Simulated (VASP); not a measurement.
# Os3C (Pm-3m) in VASP: further runs

Runs on Os3C. Level: PBE. Tasks: single point, relaxation of cell and atoms.

Everything below comes from runs of VASP 6.6.1. Logs are shortened: lines on timing, memory, paths and dates and some standing lists are left out, and cuts for length are marked.

## 1. The cell of the first run

The structure is cubic, space group Pm-3m (No. 221). The conventional cell has a = 3.760 Å, b = 3.760 Å, c = 3.760 Å, α = 90.00°, β = 90.00°, γ = 90.00°. Within 3.5 Å of Os (site symmetry 4/mmm) lie 8 Os at 2.66 Å and 4 C at 2.66 Å. C (site symmetry m-3m) has 12 Os at 2.66 Å within 3.5 Å.

## 2. Single point, PBE

Input file INCAR:

```
SYSTEM = Os3C
PREC     = Accurate       ! precision mode
ENCUT    = 520            ! plane-wave cutoff, eV
EDIFF    = 1E-6           ! SCF threshold, eV
ISMEAR   = 0              ! smearing method
SIGMA    = 0.1            ! smearing width, eV
LREAL    = .FALSE.        ! projectors in reciprocal space
LASPH    = .TRUE.         ! aspherical terms in the spheres
NELM     = 60             ! most SCF steps
ALGO     = Normal         ! electronic algorithm
ISIF     = 2              ! what is computed and relaxed
LWAVE    = .FALSE.        ! write WAVECAR
LCHARG   = .FALSE.        ! write CHGCAR
GGA      = PE             ! functional
NBANDS   = 22             ! bands
```

Input file KPOINTS:

```
Automatic mesh
0
G
  12 12 12
  0 0 0
```

Input file POSCAR:

```
Os3C
1.0
    3.7602583582      0.0000000000      0.0000000000
    0.0000000000      3.7602583582      0.0000000000
    0.0000000000      0.0000000000      3.7602583582
Os C
3 1
Direct
    0.0000000000      0.5000000000      0.5000000000
    0.5000000000      0.0000000000      0.5000000000
    0.5000000000      0.5000000000      0.0000000000
    0.0000000000      0.0000000000      0.0000000000
```

Potentials or basis: VASP PAW PBE potentials, release 64 (Os, C).

On the command line:

```sh
$ cat potpaw_PBE.64/Os/POTCAR potpaw_PBE.64/C/POTCAR > POTCAR
$ mpirun -np 1 vasp_std > vasp.out
```

OUTCAR:

```text
SYSTEM = Os3C
   PREC = Accurate
   ENCUT = 520
   EDIFF = 1E-6
   ISMEAR = 0
   LREAL = .FALSE.
   LASPH = .TRUE.
   NELM = 60
   ISIF = 2
   GGA = PE

 ion  position               nearest neighbor table
   1  0.000  0.500  0.500-   2 2.66   3 2.66   4 2.66   3 2.66   4 2.66   2 2.66   4 2.66   4 2.66
                             2 2.66   3 2.66   3 2.66   2 2.66
   2  0.500  0.000  0.500-   1 2.66   3 2.66   4 2.66   3 2.66   4 2.66   1 2.66   3 2.66   3 2.66
                             1 2.66   4 2.66   4 2.66   1 2.66
   3  0.500  0.500  0.000-   1 2.66   2 2.66   4 2.66   1 2.66   2 2.66   2 2.66   4 2.66   2 2.66
                             1 2.66   4 2.66   1 2.66   4 2.66
   4  0.000  0.000  0.000-   1 2.66   2 2.66   3 2.66   1 2.66   2 2.66   1 2.66   3 2.66   1 2.66
                             2 2.66   3 2.66   2 2.66   3 2.66

  LATTYP: Found a simple cubic cell.
 ALAT       =     3.7602583582

  Lattice vectors:

 A1 = (   3.7602583582,   0.0000000000,   0.0000000000)
 A2 = (   0.0000000000,   3.7602583582,   0.0000000000)
 A3 = (   0.0000000000,   0.0000000000,   3.7602583582)

Analysis of symmetry for initial positions (statically):
=====================================================================
 Subroutine PRICEL returns:
 Original cell was already a primitive cell.

 Routine SETGRP: Setting up the symmetry group for a
 simple cubic supercell.

 Subroutine GETGRP returns: Found 48 space group operations
 (whereof 48 operations were pure point group operations)
 out of a pool of 48 trial point group operations.

The static configuration has the point symmetry O_h .

Analysis of symmetry for dynamics (positions and initial velocities):
=====================================================================
 Subroutine PRICEL returns:
 Original cell was already a primitive cell.

 Routine SETGRP: Setting up the symmetry group for a
 simple cubic supercell.

 Subroutine GETGRP returns: Found 48 space group operations
 (whereof 48 operations were pure point group operations)
 out of a pool of 48 trial point group operations.

The dynamic configuration has the point symmetry O_h .

 Subroutine INISYM returns: Found 48 space group operations
 (whereof 48 operations are pure point group operations),
 and found     1 'primitive' translations

----------------------------------------------------------------------------------------

                                     Primitive cell

  volume of cell :      53.1683

  direct lattice vectors                    reciprocal lattice vectors
     3.760258358  0.000000000  0.000000000     0.265939174  0.000000000  0.000000000
     0.000000000  3.760258358  0.000000000     0.000000000  0.265939174  0.000000000
     0.000000000  0.000000000  3.760258358     0.000000000  0.000000000  0.265939174

  length of vectors
     3.760258358  3.760258358  3.760258358     0.265939174  0.265939174  0.265939174

  position of ions in fractional coordinates (direct lattice)
     0.000000000  0.500000000  0.500000000
     0.500000000  0.000000000  0.500000000
     0.500000000  0.500000000  0.000000000
     0.000000000  0.000000000  0.000000000

  ion indices of the primitive-cell ions
   primitive index   ion index
                 1           1
                 2           2
                 3           3
                 4           4

----------------------------------------------------------------------------------------

 KPOINTS: Automatic mesh

Automatic generation of k-mesh.
 Grid dimensions read from file:
 generate k-points for:   12   12   12

 Generating k-lattice:

  Cartesian coordinates                     Fractional coordinates (reciprocal lattice)
     0.022161598  0.000000000  0.000000000     0.083333333  0.000000000  0.000000000
     0.000000000  0.022161598  0.000000000     0.000000000  0.083333333  0.000000000
     0.000000000  0.000000000  0.022161598     0.000000000  0.000000000  0.083333333

  Length of vectors
     0.022161598  0.022161598  0.022161598

  Shift w.r.t. Gamma in fractional coordinates (k-lattice)
     0.000000000  0.000000000  0.000000000

 Subroutine IBZKPT returns following result:
 ===========================================

 Found     84 irreducible k-points:

 Following reciprocal coordinates:
            Coordinates               Weight
  0.000000  0.000000  0.000000      1.000000
  0.083333  0.000000  0.000000      6.000000
  0.166667  0.000000  0.000000      6.000000
  0.250000  0.000000  0.000000      6.000000
  0.333333  0.000000  0.000000      6.000000
  0.416667  0.000000  0.000000      6.000000
[... 16 lines left out ...]
  0.333333  0.333333  0.000000     12.000000
  0.416667  0.333333  0.000000     24.000000
 [... further k-points ...]
   k-points           NKPTS =     84   k-points in BZ     NKDIM =     84   number of bands    NBANDS=     22
   number of dos      NEDOS =    301   number of ions     NIONS =      4
   total plane-waves  NPLWV =  21952
   dimension x,y,z NGX =    28 NGY =   28 NGZ =   28
   dimension x,y,z NGXF=    56 NGYF=   56 NGZF=   56
   ions per type =               3   1
   NGX,Y,Z   is equivalent  to a cutoff of  12.38, 12.38, 12.38 a.u.
   NGXF,Y,Z  is equivalent  to a cutoff of  24.76, 24.76, 24.76 a.u.
 SYSTEM =  Os3C
   PREC   = accura    normal or accurate (medium, high low for compatibility)
   ISTART =      0    job   : 0-new  1-cont  2-samecut
   ICHARG =      2    charge: 1-file 2-atom 10-const
   ISPIN  =      1    spin polarized calculation?
   LNONCOLLINEAR =      F non collinear calculations
   LSORBIT =      F    spin-orbit coupling
   LASPH  =      T    aspherical Exc in radial PAW
   ENCUT  =  520.0 eV  38.22 Ry    6.18 a.u.   6.99  6.99  6.99*2*pi/ulx,y,z
   NELM   =     60;   NELMIN=  2; NELMDL= -5     # of ELM steps
   EDIFF  = 0.1E-05   stopping-criterion for ELM
   LREAL  =      F    real-space projection
   EDIFFG = 0.1E-04   stopping-criterion for IOM
   NSW    =      0    number of steps for IOM
   IBRION =     -1    ionic relax: 0-MD 1-quasi-New 2-CG
   NFREE  =      0    steps in history (QN), initial steepest desc. (CG)
   ISIF   =      2    stress and relaxation
   ISYM   =      2    0-nonsym 1-usesym 2-fastsym
   POTIM  = 0.5000    time-step for ionic-motion
   TEBEG  =    0.0;   TEEND  =   0.0 temperature during run
   PSTRESS=    0.0 pullay stress
   NELECT =      28.0000    total number of electrons
   NUPDOWN=      -1.0000    fix difference up-down
   EMIN   =  10.00;   EMAX   =-10.00  energy-range for DOS
   EFERMI =   0.00;   METHOD = LEGACY
   ISMEAR =     0;   SIGMA  =   0.10  broadening in eV -4-tet -1-fermi 0-gaus
   EFERMI_NEDOS =   21; number of points for ismear=-14 and -15
   IALGO  =     38    algorithm
   IMIX   =      4    mixing-type and parameters
     AMIX     =   0.40;   BMIX     =  1.00
     AMIX_MAG =   1.60;   BMIX_MAG =  1.00
  volume/ion in A,a.u.               =      13.29        89.70
  Fermi-wavevector in a.u.,A,eV,Ry     =   1.322036  2.498285 23.779966  1.747778
  Thomas-Fermi vector in A             =   2.451746
   LORBIT       =      0    0 simple, 1 ext, 2 COOP (PROOUT), +10 PAW based schemes
   GGA     = PE    functional components
   LHFCALC =     F    Hartree Fock is set to
   AEXX    =    0.0000 exact exchange contribution
   IVDW    =     0    specifies the selected vdW correction
   LEPSILON=     F    determine dielectric tensor
   LRPA    =     F    only Hartree local field effects (RPA)
 non-spin polarized calculation
 Gauss-broadening in eV      SIGMA  =   0.10
  energy-cutoff  :      520.00
  volume of cell :       53.17
 maximum number of plane-waves:      1472
 NGX is ok and might be reduce to    28
   NGX = 13   NGY = 13   NGZ = 13

 number of electron      27.9999994 magnetization

 Free energy of the ion-electron system (eV)
  ---------------------------------------------------
  ext. energy  EPLUGINS =         0.00000000
  ---------------------------------------------------
  free energy    TOTEN  =       -35.36089711 eV

  energy without entropy =      -35.33314773  energy(sigma->0) =      -35.34702242

 E-fermi :   8.2347     XC(G=0): -13.3620

 val. band max:        8.2306764512   @ k =   0.2500   0.1667   0.0833
 cond. band min:       8.2429378374   @ k =   0.4167   0.1667   0.0000
 fundamental gap:      0.0122613862
 Fermi energy:         8.2346676311

 k-point     1 :       0.0000    0.0000    0.0000
  band No.  band energies     occupation
      1      -4.6399      2.00000
      2      -0.4901      2.00000
      3       2.3597      2.00000
      4       2.3597      2.00000
      5       2.3597      2.00000
      6       2.6273      2.00000
[... 14 lines left out ...]
     21      15.1345      0.00000
     22      15.1345      0.00000

 k-point     2 :       0.0833    0.0000    0.0000
  band No.  band energies     occupation
      1      -4.5658      2.00000
      2      -0.4117      2.00000
      3       2.3894      2.00000
      4       2.4072      2.00000
      5       2.4072      2.00000
      6       2.5515      2.00000
[... 14 lines left out ...]
     21      14.5930      0.00000
     22      15.5005      0.00000

 k-point     3 :       0.1667    0.0000    0.0000
  band No.  band energies     occupation
      1      -4.3505      2.00000
      2      -0.1933      2.00000
      3       2.2872      2.00000
      4       2.4739      2.00000
      5       2.5381      2.00000
      6       2.5381      2.00000
[... 14 lines left out ...]
     21      13.5681      0.00000
     22      16.1828      0.00000
[... 476 lines left out ...]
 k-point    23 :       0.3333    0.3333    0.0000
  band No.  band energies     occupation
      1      -2.9952      2.00000
      2       0.9083      2.00000
      3       1.9947      2.00000
      4       2.6056      2.00000
      5       2.6099      2.00000
      6       3.6703      2.00000
[... 14 lines left out ...]
     21      11.6972      0.00000
     22      15.0706      0.00000

 k-point    24 :       0.4167    0.3333    0.0000
  band No.  band energies     occupation
      1      -2.8094      2.00000
      2       0.9943      2.00000
      3       1.8781      2.00000
      4       2.6177      2.00000
      5       2.8517      2.00000
      6       3.7189      2.00000
[... 14 lines left out ...]
     21      11.7153      0.00000
     22      15.0909      0.00000

 [... further k-points ...]

------------------------ aborting loop because EDIFF is reached ----------------------------------------

  FORCE on cell =-STRESS in cart. coord.  units (eV):
  Direction    XX          YY          ZZ          XY          YZ          ZX
  --------------------------------------------------------------------------------------
  -------------------------------------------------------------------------------------
  Total        0.1001658      0.1001658      0.1001658      0.0000000      0.0000000      0.0000000
  in kB        3.0184005      3.0184005      3.0184005      0.0000000      0.0000000      0.0000000
  external PRESSURE =       3.0184005 kB  Pullay stress =       0.0000000 kB

 VOLUME and BASIS-vectors are now :
 -----------------------------------------------------------------------------
  energy-cutoff  :      520.00
  volume of cell :       53.17
      direct lattice vectors                 reciprocal lattice vectors
     3.760258358  0.000000000  0.000000000     0.265939174  0.000000000  0.000000000
     0.000000000  3.760258358  0.000000000     0.000000000  0.265939174  0.000000000
     0.000000000  0.000000000  3.760258358     0.000000000  0.000000000  0.265939174

 POSITION                                       TOTAL-FORCE (eV/Angst)
 -----------------------------------------------------------------------------------
      0.00000      1.88013      1.88013         0.000000      0.000000      0.000000
      1.88013      0.00000      1.88013         0.000000      0.000000      0.000000
      1.88013      1.88013      0.00000         0.000000      0.000000      0.000000
      0.00000      0.00000      0.00000         0.000000      0.000000      0.000000
 -----------------------------------------------------------------------------------
    total drift:                                0.000000      0.000000      0.000000

  FREE ENERGIE OF THE ION-ELECTRON SYSTEM (eV)
  ---------------------------------------------------
  free  energy   TOTEN  =       -35.3608971093 eV

  energy  without entropy=      -35.3331477284  energy(sigma->0) =      -35.34702242
```

It took 98 s on 1 thread of Oxide Virtual Turin-like, shared host; peak memory 0.18 GiB.

What came out:

```yaml
Free_energy: -35.3609 eV
Pressure: 0.3 GPa
Band_gap_on_the_k_mesh: zero (bands 14 and 15 overlap by 1.01 eV)
```

Levels at points of the mesh, in eV from the Fermi level:
```csv
k point,band 12,band 13,band 14,band 15,band 16,band 17
"(0.00, 0.00, 0.00)",-0.72,-0.72,-0.72,1.28,1.28,2.87
"(0.50, 0.00, 0.00)",-1.57,-1.04,-1.04,-0.28,-0.19,1.50
"(0.50, 0.50, 0.00)",-1.39,-1.19,-0.86,-0.40,-0.01,0.57
"(0.50, 0.50, 0.50)",-1.07,-1.07,-1.04,-0.01,0.29,0.29
```

Caveat: spin-orbit coupling is left out, which moves the levels of the heavy elements.

(Part 1 of 2 ends here.)
